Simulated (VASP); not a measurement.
# HgTe in VASP: notebook, part 2 of 2

VASP 6.6.1.

## 3. Single point, PBEsol (equal xx and yy strain of -2 %)

File INCAR:

```
PREC = Accurate
ENCUT = 520
EDIFF = 1E-7
ISMEAR = -1
SIGMA = 0.05
LREAL = False
LASPH = True
NELM = 80
ALGO = Normal
ISIF = 2
LWAVE = False
LCHARG = False
GGA = PS
NBANDS = 16
```

File KPOINTS:

```
Automatic mesh
0
Gamma
  9 9 9
```

File POSCAR:

```
HgTe
1.0
    0.0000000000      3.1590300000      3.2235000000
    3.1590300000      0.0000000000      3.2235000000
    3.1590300000      3.1590300000      0.0000000000
Hg Te
1 1
Direct
    0.0000000000      0.0000000000      0.0000000000
    0.7500000000      0.7500000000      0.7500000000
```

Potentials or basis: VASP PAW PBE potentials, release 64 (Hg, Te).

On the command line:

```
cat potpaw_PBE.64/Hg/POTCAR potpaw_PBE.64/Te/POTCAR > POTCAR
mpirun -np 1 vasp_std > vasp.out
```

OUTCAR:

```text
PREC = Accurate
   ENCUT = 520
   EDIFF = 1E-7
   ISMEAR = -1
   LREAL = False
   LASPH = True
   NELM = 80
   ISIF = 2
   GGA = PS

 ion  position               nearest neighbor table
   1  0.000  0.000  0.000-   2 2.75   2 2.75   2 2.75   2 2.75
   2  0.750  0.750  0.750-   1 2.75   1 2.75   1 2.75   1 2.75

  LATTYP: Found a body centered tetragonal cell.
 ALAT       =     4.4675430699
 C/A-ratio  =     1.4430750636

  Lattice vectors:

 A1 = (  -3.1590300000,   0.0000000000,   3.2235000000)
 A2 = (   3.1590300000,   0.0000000000,   3.2235000000)
 A3 = (   0.0000000000,   3.1590300000,  -3.2235000000)

Analysis of symmetry for initial positions (statically):
=====================================================================
 Subroutine PRICEL returns:
 Original cell was already a primitive cell.

 Routine SETGRP: Setting up the symmetry group for a
 body centered tetragonal supercell.

 Subroutine GETGRP returns: Found  8 space group operations
 (whereof  8 operations were pure point group operations)
 out of a pool of 16 trial point group operations.

The static configuration has the point symmetry D_2d.

Analysis of symmetry for dynamics (positions and initial velocities):
[... 154 lines left out ...]
  ---------------------------------------------------
  free energy    TOTEN  =        -4.32366525 eV

  energy without entropy =       -4.32325331  energy(sigma->0) =       -4.32345928

 E-fermi :   3.5437     XC(G=0):  -9.1603

 val. band max:        3.5064206218   @ k =   0.0000   0.0000   0.0000
 cond. band min:       4.1007395956   @ k =   0.1111   0.0000   0.0000
 fundamental gap:      0.5943189738
 Fermi energy:         3.5437082617

 k-point     1 :       0.0000    0.0000    0.0000
  band No.  band energies     occupation
      1      -8.9076      2.00000
      2      -4.1670      2.00000
      3      -4.1617      2.00000
      4      -4.1617      2.00000
      5      -3.5759      2.00000
      6      -3.5587      2.00000
[... 433 lines left out ...]
      3      -3.7920      2.00000
      4      -3.7920      2.00000
      5      -3.4961      2.00000
      6      -3.2255      2.00000
[... 8 lines left out ...]
     15      13.8078      0.00000
     16      15.3916      0.00000

 [... further k-points ...]
[... 5 lines left out ...]
  --------------------------------------------------------------------------------------
  -------------------------------------------------------------------------------------
  Total        1.4981801      1.4981801      1.3877496      0.0000000      0.0000000      0.0000000
  in kB       37.3086422     37.3086422     34.5586292      0.0000000      0.0000000      0.0000000
  external PRESSURE =      36.3919712 kB  Pullay stress =       0.0000000 kB

 VOLUME and BASIS-vectors are now :
 -----------------------------------------------------------------------------
  energy-cutoff  :      520.00
  volume of cell :       64.34
      direct lattice vectors                 reciprocal lattice vectors
     0.000000000  3.159030000  3.223500000    -0.158276433  0.158276433  0.155110904
     3.159030000  0.000000000  3.223500000     0.158276433 -0.158276433  0.155110904
     3.159030000  3.159030000  0.000000000     0.158276433  0.158276433 -0.155110904

 POSITION                                       TOTAL-FORCE (eV/Angst)
 -----------------------------------------------------------------------------------
      0.00000      0.00000      0.00000         0.000000      0.000000     -0.000000
      4.73855      4.73855      4.83525        -0.000000     -0.000000      0.000000
 -----------------------------------------------------------------------------------
    total drift:                               -0.000000     -0.000000      0.000000

  FREE ENERGIE OF THE ION-ELECTRON SYSTEM (eV)
  ---------------------------------------------------
  free  energy   TOTEN  =        -4.3236652521 eV

  energy  without entropy=       -4.3232533070  energy(sigma->0) =       -4.32345928
```

Run time: 29 s. Hardware: 1 thread of Intel Xeon 6975P-C (Granite Rapids), shared host; peak memory 0.25 GiB.

Results:

```yaml
Free_energy: -4.3237 eV
Pressure: 3.6 GPa
Band_gap_on_the_k_mesh: zero (filled and empty bands touch)
```

Stress tensor (GPa, compression positive):
```
3.73 0.00 0.00
0.00 3.73 0.00
0.00 0.00 3.46
```

Levels at points of the mesh, in eV from the Fermi level:
| k point | band 6 | band 7 | band 8 | band 9 | band 10 | band 11 | band 12 | band 13 |
| --- | --- | --- | --- | --- | --- | --- | --- | --- |
| (0.00, 0.00, 0.00) | -7.10 | -0.75 | -0.12 | -0.04 | -0.04 | 4.03 | 4.03 | 4.03 |

Caveat: the cell differs from its parent crystal (equal xx and yy strain of -2 %); the PAW data sets were made with another functional, which shifts forces and pressure a little; spin-orbit coupling is left out, which moves the levels of the heavy elements.
